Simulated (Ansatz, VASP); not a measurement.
# PbS in VASP and in Ansatz

The input INCAR:

```
PREC = Accurate
ENCUT = 520
EDIFF = 1E-6
ISMEAR = 0
SIGMA = 0.03
LREAL = False
LASPH = True
NELM = 100
ALGO = Normal
ISIF = 2
LWAVE = False
LCHARG = True
GGA = PE
LELF = True
LVHAR = True
NBANDS = 17
```

Contents of KPOINTS:

```
regular mesh
0
Gamma
  10 10 10
```

The input POSCAR:

```
PbS
1.0
    0.0000000000      2.9650000000      2.9650000000
    2.9650000000      0.0000000000      2.9650000000
    2.9650000000      2.9650000000      0.0000000000
Pb S
1 1
Direct
    0.0000000000      0.0000000000     -0.0119242290
    0.5000000000      0.5000000000      0.5000000000
```

Input for Ansatz:

```yaml
crystal:
  lattice:
    - [0.0, 2.965, 2.965]
    - [2.965, 0.0, 2.965]
    - [2.965, 2.965, 0.0]
  atoms:
    - { symbol: Pb, position: [0.0, 0.0, -0.011924229] }
    - { symbol: S, position: [0.5, 0.5, 0.5] }
basis:
  ecutwfc: 420
kpoints:
  mp_grid: { grid: [10, 10, 10] }
hamiltonian:
  xc: pbe
scf:
  occupations: { method: gaussian, width: 0.03 }
output:
  forces: true
  stress: true
  eigenvalues: true
```

Change from the starting cell: all Pb atoms moved -0.050 Å, as atom 1 along Cartesian [1 1 0].

Alike in both runs: task single point; functional PBE; k mesh 10 × 10 × 10; occupations gaussian, width 0.03 eV; no spin polarisation.

|  | VASP | Ansatz |
| --- | --- | --- |
| version | VASP 6.6.1 | Ansatz 0.2.0 |
| potentials or method | VASP PAW PBE potentials, release 64 (Pb_d, S), cutoff 520 eV | scalar-relativistic, plane waves, PAW |
| valence electrons in the cell | 20 | 20 |

|  | VASP | Ansatz | Ansatz less VASP |
| --- | --- | --- | --- |
| gap on the k mesh at the Fermi level (eV) | 0.37 | 0.36 | -0.007 |
| least direct gap on the mesh (eV) | 0.37 | 0.36 | -0.007 |
| pressure (GPa) | 2.2 | 2.3 | +0.08 |
| rms of the force components (eV/Å) | 0.017 | 0.017 | -0.0004 |

Atom by atom the forces differ by 0.000 eV/Å (rms over components). The functional is the same, so the differences come from potentials, cutoffs and numerics.

Spin-orbit coupling is off throughout.
